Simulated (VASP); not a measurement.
SrTa2O2:

```
CELL_PARAMETERS angstrom
-2.73655 2.73655 2.87222
2.73655 -2.73655 2.87222
2.73655 2.73655 -2.87222
ATOMIC_POSITIONS crystal
Sr 0.00000 0.00000 0.00000
Ta 0.50000 0.00000 0.50000
Ta 0.00000 0.50000 0.50000
O 0.64550 0.64550 0.00000
O 0.35450 0.35450 0.00000
```

The cell was built from a structure type or drawn by symmetry, and may not be a known phase.

```yaml
Program: VASP 6.6.1
Task: relaxation of cell and atoms
Functional: PBE
Potentials_or_basis: VASP PAW PBE potentials, release 64 (Sr_sv, Ta_pv, O)
Cutoff: 600 eV
k_mesh: 4 × 4 × 4
Occupations: gaussian, width 0.1 eV
Spin: no spin polarisation
```

At the start: pressure 9.1 GPa; volume 17.21 Å³/atom.

Question: Where does the relaxation end?

Answer: Over 17 steps the energy falls by 275.5 meV/atom and the volume is 20.81 Å³/atom (+20.9 %); space group I4/mmm (No. 139, to 0.1 Å) before and after.

The path:
| step | energy change (eV) | largest force (eV/Å) | pressure (GPa) | volume (Å³) |
| --- | --- | --- | --- | --- |
| 1 | 0.0000 | 3.2118 | 9.12 | 86.04 |
| 2 | -1.0234 | 0.7708 | -2.95 | 98.82 |
| 3 | -1.0247 | 0.9831 | -2.80 | 98.39 |
| 4 | -0.1673 | 13.7064 | 8.09 | 99.10 |
| 5 | -1.1096 | 0.1085 | -2.09 | 98.54 |
| 6 | -1.1381 | 0.6225 | -1.53 | 98.61 |
| 7 | -1.1465 | 1.3832 | -0.94 | 98.68 |
| 8 | -1.3237 | 0.3400 | 2.66 | 97.33 |
| 9 | -1.3239 | 0.3618 | 2.57 | 97.35 |
| 10 | -1.3400 | 1.1701 | -0.03 | 100.98 |
| 11 | -1.3464 | 0.6698 | 0.84 | 99.68 |
| 12 | -1.3716 | 0.1050 | -0.16 | 102.80 |
| 13 | -1.3732 | 0.0912 | -0.46 | 103.89 |
| 14 | -1.3771 | 0.1733 | 0.20 | 103.97 |
| 15 | -1.3771 | 0.1669 | 0.14 | 103.96 |
| 16 | -1.3768 | 0.2375 | -0.02 | 104.17 |
| 17 | -1.3775 | 0.0067 | 0.07 | 104.05 |

Final structure:
```xyz
5
Lattice="-3.0288 3.0288 2.8356 3.0288 -3.0288 2.8356 3.0288 3.0288 -2.8356" Properties=species:S:1:pos:R:3 pbc="T T T"
Sr    0.0000    0.0000    0.0000
Ta    0.0000    3.0288    0.0000
Ta    3.0288    0.0000    0.0000
O     0.0000    0.0000    3.5160
O     0.0000    0.0000    2.1552
```

Caveat: the k points lie up to 0.38 Å⁻¹ apart in the final cell; the volume moved by over 15 % at a fixed basis, so the end points are rough.
